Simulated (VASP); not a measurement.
# Y (Pm-3n) in VASP: relaxation of cell and atoms with PBEsol

Aim: the relaxation of cell and atoms of Y with PBEsol.

Program: VASP 6.6.1. These are calculated values, not measurements. Logs are shortened: lines on timing, memory, paths and dates and some standing lists are left out, and cuts for length are marked.

## 1. The cell of the first run

Symmetry: Pm-3n, No. 223, cubic system. Conventional cell: a = 6.346 Å, b = 6.346 Å, c = 6.346 Å, α = 90.00°, β = 90.00°, γ = 90.00°. Y (site symmetry m-3) has 12 Y at 3.55 Å within 4.7 Å. Y (site symmetry -4m2) has 14 Y at 3.17 to 3.89 Å within 4.2 Å.

## 2. Relaxation of cell and atoms, PBEsol

Input file INCAR:

```
SYSTEM = Y
PREC = Accurate
ENCUT = 600
EDIFF = 1E-7
ISMEAR = 0
SIGMA = 0.1
LREAL = .False.
LASPH = .True.
NELM = 100
ALGO = Fast
ISIF = 3
LWAVE = .False.
LCHARG = .False.
GGA = PS
IBRION = 2
NSW = 100
EDIFFG = -0.01
```

Input file KPOINTS:

```
Automatic mesh
0
Gamma
  6 6 6
  0 0 0
```

Input file POSCAR:

```
Y
1.0
    6.3461208899      0.0000000000      0.0000000000
    0.0000000000      6.3461208899      0.0000000000
    0.0000000000      0.0000000000      6.3461208899
Y
8
Direct
    0.5000000000      0.5000000000      0.5000000000
    0.0000000000      0.0000000000      0.0000000000
    0.2500000000      0.0000000000      0.5000000000
    0.5000000000      0.2500000000      0.0000000000
    0.5000000000      0.7500000000      0.0000000000
    0.7500000000      0.0000000000      0.5000000000
    0.0000000000      0.5000000000      0.7500000000
    0.0000000000      0.5000000000      0.2500000000
```

Potentials or basis: VASP PAW PBE potentials, release 64 (Y_sv).

Started as:

```console
> cat potpaw_PBE.64/Y_sv/POTCAR > POTCAR
> mpirun -np 1 vasp_std > vasp.out
```

OUTCAR:

```text
SYSTEM = Y
   PREC = Accurate
   ENCUT = 600
   EDIFF = 1E-7
   ISMEAR = 0
   LREAL = .False.
   LASPH = .True.
   NELM = 100
   ISIF = 3
   GGA = PS
   IBRION = 2
   NSW = 100
   EDIFFG = -0.01

 ion  position               nearest neighbor table
   1  0.500  0.500  0.500-   3 3.55   4 3.55   5 3.55   6 3.55   7 3.55   8 3.55   4 3.55   5 3.55
                             3 3.55   6 3.55   7 3.55   8 3.55
   2  0.000  0.000  0.000-   3 3.55   4 3.55   5 3.55   6 3.55   7 3.55   8 3.55   3 3.55   6 3.55
                             7 3.55   8 3.55   4 3.55   5 3.55
   3  0.250  0.000  0.500-   6 3.17   6 3.17   1 3.55   2 3.55   1 3.55   2 3.55   8 3.89   5 3.89
                             4 3.89   5 3.89   4 3.89   7 3.89   8 3.89   7 3.89
   4  0.500  0.250  0.000-   5 3.17   5 3.17   1 3.55   1 3.55   2 3.55   2 3.55   8 3.89   3 3.89
                             3 3.89   6 3.89   6 3.89   7 3.89   7 3.89   8 3.89
   5  0.500  0.750  0.000-   4 3.17   4 3.17   1 3.55   1 3.55   2 3.55   2 3.55   8 3.89   3 3.89
                             3 3.89   6 3.89   6 3.89   7 3.89   7 3.89   8 3.89
   6  0.750  0.000  0.500-   3 3.17   3 3.17   1 3.55   2 3.55   1 3.55   2 3.55   8 3.89   4 3.89
                             4 3.89   5 3.89   5 3.89   7 3.89   8 3.89   7 3.89
   7  0.000  0.500  0.750-   8 3.17   8 3.17   1 3.55   2 3.55   2 3.55   1 3.55   3 3.89   4 3.89
                             5 3.89   3 3.89   6 3.89   6 3.89   4 3.89   5 3.89
   8  0.000  0.500  0.250-   7 3.17   7 3.17   1 3.55   2 3.55   2 3.55   1 3.55   3 3.89   4 3.89
                             5 3.89   3 3.89   6 3.89   6 3.89   4 3.89   5 3.89

  LATTYP: Found a simple cubic cell.
 ALAT       =     6.3461208899

  Lattice vectors:

 A1 = (   6.3461208899,   0.0000000000,   0.0000000000)
 A2 = (   0.0000000000,   6.3461208899,   0.0000000000)
 A3 = (   0.0000000000,   0.0000000000,   6.3461208899)

Analysis of symmetry for initial positions (statically):
=====================================================================
 Subroutine PRICEL returns:
 Original cell was already a primitive cell.

 Routine SETGRP: Setting up the symmetry group for a
 simple cubic supercell.

 Subroutine GETGRP returns: Found 48 space group operations
 (whereof 24 operations were pure point group operations)
 out of a pool of 48 trial point group operations.

The static configuration has the point symmetry T_h .
 The point group associated with its full space group is O_h .

Analysis of symmetry for dynamics (positions and initial velocities):
=====================================================================
 Subroutine PRICEL returns:
 Original cell was already a primitive cell.

 Routine SETGRP: Setting up the symmetry group for a
 simple cubic supercell.

 Subroutine GETGRP returns: Found 48 space group operations
 (whereof 24 operations were pure point group operations)
 out of a pool of 48 trial point group operations.

The dynamic configuration has the point symmetry T_h .
 The point group associated with its full space group is O_h .

 Subroutine INISYM returns: Found 48 space group operations
 (whereof 24 operations are pure point group operations),
 and found     1 'primitive' translations

----------------------------------------------------------------------------------------

                                     Primitive cell

  volume of cell :     255.5789

  direct lattice vectors                    reciprocal lattice vectors
     6.346120890  0.000000000  0.000000000     0.157576576  0.000000000  0.000000000
     0.000000000  6.346120890  0.000000000     0.000000000  0.157576576  0.000000000
     0.000000000  0.000000000  6.346120890     0.000000000  0.000000000  0.157576576

  length of vectors
     6.346120890  6.346120890  6.346120890     0.157576576  0.157576576  0.157576576

  position of ions in fractional coordinates (direct lattice)
     0.500000000  0.500000000  0.500000000
[... 108 lines left out ...]
  Thomas-Fermi vector in A             =   2.284113
   LORBIT       =      0    0 simple, 1 ext, 2 COOP (PROOUT), +10 PAW based schemes
   GGA     = PS    functional components
   LHFCALC =     F    Hartree Fock is set to
   AEXX    =    0.0000 exact exchange contribution
   IVDW    =     0    specifies the selected vdW correction
   LEPSILON=     F    determine dielectric tensor
   LRPA    =     F    only Hartree local field effects (RPA)
 conjugate gradient relaxation of ions
 non-spin polarized calculation
 RMM-DIIS sequential band-by-band and
 Gauss-broadening in eV      SIGMA  =   0.10
  energy-cutoff  :      600.00
  volume of cell :      255.58
 maximum number of plane-waves:      8578
 NGX is ok and might be reduce to    54
   NGX = 25   NGY = 25   NGZ = 25

--------------------------------------- Ionic step        1  -------------------------------------------

 number of electron      87.9999991 magnetization

 Free energy of the ion-electron system (eV)
  ---------------------------------------------------
  ext. energy  EPLUGINS =         0.00000000
  ---------------------------------------------------
  free energy    TOTEN  =       -52.50495963 eV

  energy without entropy =      -52.38249374  energy(sigma->0) =      -52.44372669

------------------------ aborting loop because EDIFF is reached ----------------------------------------

  FORCE on cell =-STRESS in cart. coord.  units (eV):
  Direction    XX          YY          ZZ          XY          YZ          ZX
  --------------------------------------------------------------------------------------
  -------------------------------------------------------------------------------------
  Total       -0.2478158     -0.2478158     -0.2478158      0.0000000      0.0000000      0.0000000
  in kB       -1.5535118     -1.5535118     -1.5535118      0.0000000      0.0000000      0.0000000
  external PRESSURE =      -1.5535118 kB  Pullay stress =       0.0000000 kB

 VOLUME and BASIS-vectors are now :
 -----------------------------------------------------------------------------
  energy-cutoff  :      600.00
  volume of cell :      255.58
      direct lattice vectors                 reciprocal lattice vectors
     6.346120890  0.000000000  0.000000000     0.157576576  0.000000000  0.000000000
     0.000000000  6.346120890  0.000000000     0.000000000  0.157576576  0.000000000
     0.000000000  0.000000000  6.346120890     0.000000000  0.000000000  0.157576576

 POSITION                                       TOTAL-FORCE (eV/Angst)
 -----------------------------------------------------------------------------------
      3.17306      3.17306      3.17306         0.000000     -0.000000      0.000000
      0.00000      0.00000      0.00000         0.000000     -0.000000      0.000000
      1.58653      0.00000      3.17306        -0.000000     -0.000000     -0.000000
      3.17306      1.58653      0.00000         0.000000     -0.000000      0.000000
      3.17306      4.75959      0.00000         0.000000      0.000000     -0.000000
      4.75959      0.00000      3.17306         0.000000     -0.000000      0.000000
      0.00000      3.17306      4.75959         0.000000      0.000000      0.000000
      0.00000      3.17306      1.58653         0.000000      0.000000     -0.000000
 -----------------------------------------------------------------------------------
    total drift:                                0.000000      0.000000     -0.000000

  FREE ENERGIE OF THE ION-ELECTRON SYSTEM (eV)
  ---------------------------------------------------
  free  energy   TOTEN  =       -52.5049596293 eV

  energy  without entropy=      -52.3824937411  energy(sigma->0) =      -52.44372669

--------------------------------------- Ionic step        2  -------------------------------------------

 number of electron      87.9999991 magnetization

 Free energy of the ion-electron system (eV)
  ---------------------------------------------------
  ext. energy  EPLUGINS =         0.00000000
  ---------------------------------------------------
  free energy    TOTEN  =       -52.50549217 eV

  energy without entropy =      -52.38373945  energy(sigma->0) =      -52.44461581

 E-fermi :   3.1283     XC(G=0):  -9.6477

 val. band max:        3.1238539397   @ k =   0.5000   0.3333   0.0000
 cond. band min:       3.1318646838   @ k =   0.5000   0.3333   0.1667
 fundamental gap:      0.0080107441
 Fermi energy:         3.1282589989

 k-point     1 :       0.0000    0.0000    0.0000
  band No.  band energies     occupation
      1     -39.4744      2.00000
      2     -39.4417      2.00000
      3     -39.4417      2.00000
      4     -39.3563      2.00000
      5     -39.3563      2.00000
      6     -39.3563      2.00000
[... 1089 lines left out ...]
     51       3.9477      0.00000
     52       3.9477      0.00000

------------------------ aborting loop because EDIFF is reached ----------------------------------------

  FORCE on cell =-STRESS in cart. coord.  units (eV):
  Direction    XX          YY          ZZ          XY          YZ          ZX
  --------------------------------------------------------------------------------------
  -------------------------------------------------------------------------------------
  Total        0.0076466      0.0076466      0.0076466      0.0000000      0.0000000      0.0000000
  in kB        0.0481506      0.0481506      0.0481506      0.0000000      0.0000000      0.0000000
  external PRESSURE =       0.0481506 kB  Pullay stress =       0.0000000 kB

 VOLUME and BASIS-vectors are now :
 -----------------------------------------------------------------------------
  energy-cutoff  :      600.00
  volume of cell :      254.43
      direct lattice vectors                 reciprocal lattice vectors
     6.336637174 -0.000000000  0.000000000     0.157812413  0.000000000 -0.000000000
     0.000000000  6.336637174  0.000000000     0.000000000  0.157812413 -0.000000000
     0.000000000  0.000000000  6.336637174    -0.000000000  0.000000000  0.157812413

 POSITION                                       TOTAL-FORCE (eV/Angst)
 -----------------------------------------------------------------------------------
      3.16832      3.16832      3.16832        -0.000000     -0.000000      0.000000
      0.00000      6.33664      0.00000        -0.000000     -0.000000      0.000000
      1.58416      6.33664      3.16832         0.000000     -0.000000     -0.000000
      3.16832      1.58416      0.00000         0.000000     -0.000000      0.000000
      3.16832      4.75248      6.33664        -0.000000      0.000000      0.000000
      4.75248      6.33664      3.16832        -0.000000      0.000000     -0.000000
      0.00000      3.16832      4.75248         0.000000      0.000000      0.000000
      0.00000      3.16832      1.58416         0.000000      0.000000     -0.000000
 -----------------------------------------------------------------------------------
    total drift:                                0.000000      0.000000     -0.000000

  FREE ENERGIE OF THE ION-ELECTRON SYSTEM (eV)
  ---------------------------------------------------
  free  energy   TOTEN  =       -52.5054921681 eV

  energy  without entropy=      -52.3837394534  energy(sigma->0) =      -52.44461581

 reached required accuracy - stopping structural energy minimisation
```

Run time: 87 min. Hardware: 1 thread of Intel Xeon 8259CL, shared host; peak memory 0.55 GiB.

What came out:

- Free energy: -52.5055 eV
- Relaxed volume: 31.80 Å³/atom
- Relaxed cell: a = 6.337 Å, b = 6.337 Å, c = 6.337 Å, α = 90.00°, β = 90.00°, γ = 90.00°
- Space group after relaxing (to 0.1 Å): Pm-3n (No. 223)
- Energy gained by relaxing: 0.1 meV/atom
- Ionic steps: 2
- Pressure after relaxing: 0.0 GPa
- Band gap on the k mesh: zero (bands 44 and 45 overlap by 0.64 eV)

The path:
```csv
step,energy change (eV),largest force (eV/Å),pressure (GPa),volume (Å³)
1,0.0000,0.0000,-0.16,255.58
2,-0.0005,0.0000,0.00,254.43
```

Final structure:
```xyz
8
Lattice="6.3366 0.0000 0.0000 0.0000 6.3366 0.0000 0.0000 0.0000 6.3366" Properties=species:S:1:pos:R:3 pbc="T T T"
Y     3.1683    3.1683    3.1683
Y     0.0000    6.3366    0.0000
Y     1.5842    6.3366    3.1683
Y     3.1683    1.5842    0.0000
Y     3.1683    4.7525    6.3366
Y     4.7525    6.3366    3.1683
Y     0.0000    3.1683    4.7525
Y     0.0000    3.1683    1.5842
```

Caveat: the PAW data sets were made with another functional, which shifts forces and pressure a little.
